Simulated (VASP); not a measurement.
# Ti (Fm-3m) in VASP: notebook

Ti is run at these levels: LDA; tasks: single point.

Program: VASP 6.6.1. These are calculated values, not measurements. Logs are shortened: lines on timing, memory, paths and dates and some standing lists are left out, and cuts for length are marked.

### 1 The cell of the first run

It takes space group Fm-3m (No. 225, cubic). The conventional cell has a = 3.766 Å, b = 3.766 Å, c = 3.766 Å, α = 90.00°, β = 90.00°, γ = 90.00°. Within 3.5 Å of Ti (site symmetry m-3m) lie 12 Ti at 2.66 Å.

This isn't the form of Ti at room conditions, which is hcp.

### 2 Single point, LDA

Input file INCAR:

```
SYSTEM = Ti
ALGO = Normal
EDIFF = 1E-6
ENCUT = 500
GGA = CA
GGA_COMPAT = .False.
ISIF = 2
ISMEAR = 1
LASPH = .True.
LCHARG = .False.
LREAL = .False.
LWAVE = .False.
NBANDS = 12
NELM = 120
PREC = Accurate
SIGMA = 0.05
```

Input file KPOINTS:

```
k-points
0
Gamma
  18 18 18
  0 0 0
```

Input file POSCAR:

```
Ti
1.0
    0.0000000000      1.8829696847      1.8829696847
    1.8829696847      0.0000000000      1.8829696847
    1.8829696847      1.8829696847      0.0000000000
Ti
1
Direct
    0.0000000000      0.0000000000      0.0000000000
```

Potentials or basis: VASP PAW LDA potentials, release 64 (Ti_sv).

The run is started by

```bash
cat potpaw_LDA.64/Ti_sv/POTCAR > POTCAR
mpirun -np 1 vasp_std > vasp.out
```

OUTCAR:

```text
SYSTEM = Ti
   EDIFF = 1E-6
   ENCUT = 500
   GGA = CA
   ISIF = 2
   ISMEAR = 1
   LASPH = .True.
   LREAL = .False.
   NELM = 120
   PREC = Accurate

 ion  position               nearest neighbor table
   1  0.000  0.000  0.000-

  LATTYP: Found a face centered cubic cell.
 ALAT       =     3.7659393694

  Lattice vectors:

 A1 = (   0.0000000000,   1.8829696847,   1.8829696847)
 A2 = (   1.8829696847,   0.0000000000,   1.8829696847)
 A3 = (   1.8829696847,   1.8829696847,   0.0000000000)

Analysis of symmetry for initial positions (statically):
=====================================================================
 Subroutine PRICEL returns:
 Original cell was already a primitive cell.

 Routine SETGRP: Setting up the symmetry group for a
 face centered cubic supercell.

 Subroutine GETGRP returns: Found 48 space group operations
 (whereof 48 operations were pure point group operations)
 out of a pool of 48 trial point group operations.

The static configuration has the point symmetry O_h .

Analysis of symmetry for dynamics (positions and initial velocities):
=====================================================================
 Subroutine PRICEL returns:
 Original cell was already a primitive cell.

 Routine SETGRP: Setting up the symmetry group for a
 face centered cubic supercell.

 Subroutine GETGRP returns: Found 48 space group operations
 (whereof 48 operations were pure point group operations)
 out of a pool of 48 trial point group operations.

The dynamic configuration has the point symmetry O_h .

 Subroutine INISYM returns: Found 48 space group operations
 (whereof 48 operations are pure point group operations),
 and found     1 'primitive' translations

----------------------------------------------------------------------------------------

                                     Primitive cell

  volume of cell :      13.3524

  direct lattice vectors                    reciprocal lattice vectors
     0.000000000  1.882969685  1.882969685    -0.265537998  0.265537998  0.265537998
     1.882969685  0.000000000  1.882969685     0.265537998 -0.265537998  0.265537998
     1.882969685  1.882969685  0.000000000     0.265537998  0.265537998 -0.265537998

  length of vectors
     2.662921266  2.662921266  2.662921266     0.459925304  0.459925304  0.459925304

  position of ions in fractional coordinates (direct lattice)
     0.000000000  0.000000000  0.000000000

  ion indices of the primitive-cell ions
   primitive index   ion index
                 1           1

----------------------------------------------------------------------------------------

 KPOINTS: k-points

Automatic generation of k-mesh.
 Grid dimensions read from file:
 generate k-points for:   18   18   18

 Generating k-lattice:

  Cartesian coordinates                     Fractional coordinates (reciprocal lattice)
    -0.014752111  0.014752111  0.014752111     0.055555556  0.000000000  0.000000000
     0.014752111 -0.014752111  0.014752111     0.000000000  0.055555556  0.000000000
     0.014752111  0.014752111 -0.014752111     0.000000000  0.000000000  0.055555556

  Length of vectors
     0.025551406  0.025551406  0.025551406

  Shift w.r.t. Gamma in fractional coordinates (k-lattice)
     0.000000000  0.000000000  0.000000000

 Subroutine IBZKPT returns following result:
 ===========================================

 Found    195 irreducible k-points:

 Following reciprocal coordinates:
            Coordinates               Weight
  0.000000  0.000000  0.000000      1.000000
  0.055556  0.000000  0.000000      8.000000
  0.111111  0.000000  0.000000      8.000000
  0.166667  0.000000  0.000000      8.000000
  0.222222  0.000000  0.000000      8.000000
  0.277778  0.000000  0.000000      8.000000
[... 16 lines left out ...]
 -0.277778  0.055556  0.000000     24.000000
 -0.222222  0.055556  0.000000     24.000000
 [... further k-points ...]
   k-points           NKPTS =    195   k-points in BZ     NKDIM =    195   number of bands    NBANDS=     12
   number of dos      NEDOS =    301   number of ions     NIONS =      1
   total plane-waves  NPLWV =   8000
   dimension x,y,z NGX =    20 NGY =   20 NGZ =   20
   dimension x,y,z NGXF=    40 NGYF=   40 NGZF=   40
   ions per type =               1
   NGX,Y,Z   is equivalent  to a cutoff of  12.49, 12.49, 12.49 a.u.
   NGXF,Y,Z  is equivalent  to a cutoff of  24.97, 24.97, 24.97 a.u.
 SYSTEM =  Ti
   PREC   = accura    normal or accurate (medium, high low for compatibility)
   ISTART =      0    job   : 0-new  1-cont  2-samecut
   ICHARG =      2    charge: 1-file 2-atom 10-const
   ISPIN  =      1    spin polarized calculation?
   LNONCOLLINEAR =      F non collinear calculations
   LSORBIT =      F    spin-orbit coupling
   LASPH  =      T    aspherical Exc in radial PAW
   ENCUT  =  500.0 eV  36.75 Ry    6.06 a.u.   4.86  4.86  4.86*2*pi/ulx,y,z
   NELM   =    120;   NELMIN=  2; NELMDL= -5     # of ELM steps
   EDIFF  = 0.1E-05   stopping-criterion for ELM
   LREAL  =      F    real-space projection
   EDIFFG = 0.1E-04   stopping-criterion for IOM
   NSW    =      0    number of steps for IOM
   IBRION =     -1    ionic relax: 0-MD 1-quasi-New 2-CG
   NFREE  =      0    steps in history (QN), initial steepest desc. (CG)
   ISIF   =      2    stress and relaxation
   ISYM   =      2    0-nonsym 1-usesym 2-fastsym
   POTIM  = 0.5000    time-step for ionic-motion
   TEBEG  =    0.0;   TEEND  =   0.0 temperature during run
   PSTRESS=    0.0 pullay stress
   NELECT =      12.0000    total number of electrons
   NUPDOWN=      -1.0000    fix difference up-down
   EMIN   =  10.00;   EMAX   =-10.00  energy-range for DOS
   EFERMI =   0.00;   METHOD = LEGACY
   ISMEAR =     1;   SIGMA  =   0.05  broadening in eV -4-tet -1-fermi 0-gaus
   EFERMI_NEDOS =   21; number of points for ismear=-14 and -15
   IALGO  =     38    algorithm
   IMIX   =      4    mixing-type and parameters
     AMIX     =   0.40;   BMIX     =  1.00
     AMIX_MAG =   1.60;   BMIX_MAG =  1.00
  volume/ion in A,a.u.               =      13.35        90.11
  Fermi-wavevector in a.u.,A,eV,Ry     =   1.579848  2.985479 33.959041  2.495919
  Thomas-Fermi vector in A             =   2.680165
   LORBIT       =      0    0 simple, 1 ext, 2 COOP (PROOUT), +10 PAW based schemes
   GGA     = CA    functional components
   LHFCALC =     F    Hartree Fock is set to
   AEXX    =    0.0000 exact exchange contribution
   IVDW    =     0    specifies the selected vdW correction
   LEPSILON=     F    determine dielectric tensor
   LRPA    =     F    only Hartree local field effects (RPA)
 non-spin polarized calculation
 Methfessel and Paxton  Order N= 1 SIGMA  =   0.05
  energy-cutoff  :      500.00
  volume of cell :       13.35
 maximum number of plane-waves:       347
   NGX =  9   NGY =  9   NGZ =  9

 number of electron      12.0000005 magnetization

 Free energy of the ion-electron system (eV)
  ---------------------------------------------------
  ext. energy  EPLUGINS =         0.00000000
  ---------------------------------------------------
  free energy    TOTEN  =        -8.28696717 eV

  energy without entropy =       -8.28715809  energy(sigma->0) =       -8.28703081

 E-fermi :  11.1027     XC(G=0): -13.1007

 val. band max:       11.0966453518   @ k =  -0.2778   0.5000   0.2222
 cond. band min:      11.1135348537   @ k =   0.4444   0.1111   0.0000
 fundamental gap:      0.0168895019
 Fermi energy:        11.1026564560

 k-point     1 :       0.0000    0.0000    0.0000
  band No.  band energies     occupation
      1     -44.6309      2.00000
      2     -20.3612      2.00000
      3     -20.3612      2.00000
      4     -20.3612      2.00000
      5       4.6134      2.00000
      6      12.0328     -0.00000
      7      12.0328     -0.00000
      8      12.0328     -0.00000
      9      14.3313      0.00000
     10      14.3313      0.00000
     11      27.8933      0.00000
     12      33.6559      0.00000

 k-point     2 :       0.0556    0.0000    0.0000
  band No.  band energies     occupation
      1     -44.6204      2.00000
      2     -20.4114      2.00000
      3     -20.3670      2.00000
      4     -20.3670      2.00000
      5       4.7442      2.00000
      6      11.9452     -0.00000
      7      12.0843     -0.00000
      8      12.0843     -0.00000
      9      14.2937      0.00000
     10      14.2937      0.00000
     11      28.0634      0.00000
     12      32.7797      0.00000

 k-point     3 :       0.1111    0.0000    0.0000
  band No.  band energies     occupation
      1     -44.5900      2.00000
      2     -20.5545      2.00000
      3     -20.3836      2.00000
      4     -20.3836      2.00000
      5       5.1226      2.00000
      6      11.7125     -0.00000
      7      12.2178      0.00000
      8      12.2178      0.00000
      9      14.2087      0.00000
     10      14.2087      0.00000
     11      28.4980      0.00000
     12      31.1521      0.00000

 k-point     4 :       0.1667    0.0000    0.0000
  band No.  band energies     occupation
      1     -44.5432      2.00000
      2     -20.7703      2.00000
      3     -20.4090      2.00000
      4     -20.4090      2.00000
      5       5.7033      2.00000
      6      11.4152     -0.00000
      7      12.3623      0.00000
      8      12.3623      0.00000
      9      14.1638      0.00000
     10      14.1638      0.00000
     11      28.8921      0.00000
     12      29.5717      0.00000

 k-point     5 :       0.2222    0.0000    0.0000
  band No.  band energies     occupation
      1     -44.4851      2.00000
      2     -21.0297      2.00000
      3     -20.4399      2.00000
      4     -20.4399      2.00000
      5       6.4014      2.00000
      6      11.1675     -0.06944
      7      12.4072      0.00000
      8      12.4072      0.00000
      9      14.2833      0.00000
     10      14.2833      0.00000
     11      27.7848      0.00000
     12      29.3109      0.00000
[... 228 lines left out ...]
      1     -44.2965      2.00000
      2     -21.7866      2.00000
      3     -20.5807      2.00000
      4     -20.5290      2.00000
      5       7.9066      2.00000
      6      11.7290     -0.00000
      7      11.9987     -0.00000
      8      12.1205      0.00000
      9      15.4064      0.00000
     10      15.9936      0.00000
     11      23.3739      0.00000
     12      27.6883      0.00000

 k-point    22 :      -0.3333    0.0556    0.0000
  band No.  band energies     occupation
      1     -44.3399      2.00000
      2     -21.6129      2.00000
      3     -20.5634      2.00000
      4     -20.5006      2.00000
      5       7.7562      2.00000
      6      11.4255     -0.00000
      7      12.0074     -0.00000
      8      12.1452      0.00000
      9      14.9288      0.00000
     10      15.6135      0.00000
     11      24.5557      0.00000
     12      28.2486      0.00000

 k-point    23 :      -0.2778    0.0556    0.0000
  band No.  band energies     occupation
      1     -44.3959      2.00000
      2     -21.3838      2.00000
      3     -20.5363      2.00000
      4     -20.4677      2.00000
      5       7.3661      2.00000
      6      11.0712      1.86594
      7      12.1863      0.00000
      8      12.3275      0.00000
      9      14.4283      0.00000
     10      15.1611      0.00000
     11      25.9147      0.00000
     12      28.8839      0.00000

 k-point    24 :      -0.2222    0.0556    0.0000
  band No.  band energies     occupation
      1     -44.4573      2.00000
      2     -21.1247      2.00000
      3     -20.5024      2.00000
      4     -20.4342      2.00000
      5       6.7381      2.00000
      6      11.0389      2.07019
      7      12.3462      0.00000
      8      12.4730      0.00000
      9      14.0298      0.00000
     10      14.7457      0.00000
     11      27.3516      0.00000
     12      29.3141      0.00000

 [... further k-points ...]

------------------------ aborting loop because EDIFF is reached ----------------------------------------

  FORCE on cell =-STRESS in cart. coord.  units (eV):
  Direction    XX          YY          ZZ          XY          YZ          ZX
  --------------------------------------------------------------------------------------
  -------------------------------------------------------------------------------------
  Total        2.4611675      2.4611675      2.4611675     -0.0000000     -0.0000000      0.0000000
  in kB      295.3192571    295.3192571    295.3192571     -0.0000000     -0.0000000      0.0000000
  external PRESSURE =     295.3192571 kB  Pullay stress =       0.0000000 kB

 VOLUME and BASIS-vectors are now :
 -----------------------------------------------------------------------------
  energy-cutoff  :      500.00
  volume of cell :       13.35
      direct lattice vectors                 reciprocal lattice vectors
     0.000000000  1.882969685  1.882969685    -0.265537998  0.265537998  0.265537998
     1.882969685  0.000000000  1.882969685     0.265537998 -0.265537998  0.265537998
     1.882969685  1.882969685  0.000000000     0.265537998  0.265537998 -0.265537998

 POSITION                                       TOTAL-FORCE (eV/Angst)
 -----------------------------------------------------------------------------------
      0.00000      0.00000      0.00000         0.000000     -0.000000      0.000000
 -----------------------------------------------------------------------------------
    total drift:                               -0.000000     -0.000000     -0.000000

  FREE ENERGIE OF THE ION-ELECTRON SYSTEM (eV)
  ---------------------------------------------------
  free  energy   TOTEN  =        -8.2869671682 eV

  energy  without entropy=       -8.2871580935  energy(sigma->0) =       -8.28703081
```

Run time: 72 s. Hardware: 1 thread of AMD EPYC, shared host; peak memory 0.1 GiB.

What came out:

```yaml
Free_energy: -8.2870 eV
Pressure: 29.5 GPa
Band_gap_on_the_k_mesh: zero (bands 6 and 7 overlap by 1.63 eV)
```

Levels at points of the mesh, in eV from the Fermi level:
```tsv
k point	band 2	band 3	band 4	band 5	band 6	band 7	band 8	band 9	band 10	band 11
(0.00, 0.00, 0.00)	-31.46	-31.46	-31.46	-6.49	0.93	0.93	0.93	3.23	3.23	16.79
(0.50, 0.00, 0.00)	-33.02	-31.65	-31.65	-3.27	0.72	0.72	1.70	4.80	4.80	11.35
(0.50, 0.50, 0.00)	-32.90	-31.99	-31.99	-3.68	-2.63	4.49	4.77	5.23	5.23	14.02
```

Caveat: the cell stands under pressure.

### 3 Single point, LDA

This run uses another cell than the first one, of 14.03 Å³/atom.

Input file INCAR:

```
SYSTEM = Ti
PREC = Accurate
ENCUT = 500
EDIFF = 1E-6
ISMEAR = 1
SIGMA = 0.05
LREAL = .FALSE.
LASPH = .TRUE.
NELM = 120
ALGO = Normal
ISIF = 2
LWAVE = .FALSE.
LCHARG = .FALSE.
NBANDS = 12
GGA_COMPAT = .FALSE.
```

Input file KPOINTS:

```
regular mesh
0
G
  18 18 18
  0 0 0
```

Input file POSCAR:

```
Ti
1.0
    0.0000000000      1.9143035368      1.9143035368
    1.9143035368      0.0000000000      1.9143035368
    1.9143035368      1.9143035368      0.0000000000
Ti
1
Direct
    0.0000000000      0.0000000000      0.0000000000
```

Potentials or basis: VASP PAW LDA potentials, release 64 (Ti_sv).

The run is started by

```bash
cat potpaw_LDA.64/Ti_sv/POTCAR > POTCAR
mpirun -np 1 vasp_std > vasp.out
```

Run time: 76 s. Hardware: 1 thread of AMD EPYC, shared host; peak memory 0.1 GiB.

The run converged. Its results:

```
Free energy            : -8.3906 eV
Pressure               : 19.6 GPa
Band gap on the k mesh : zero (bands 6 and 7 overlap by 1.58 eV)
```

Levels at points of the mesh, in eV from the Fermi level:
```
           k point  band 4  band 5  band 6  band 7  band 8  band 9
(0.00, 0.00, 0.00)  -31.61   -6.42    0.93    0.93    0.93    3.09
(0.50, 0.00, 0.00)  -31.77   -3.12    0.74    0.74    1.46    4.56
(0.50, 0.50, 0.00)  -32.07   -3.44   -2.43    4.13    4.53    4.96
```

Caveat: the cell stands under pressure.
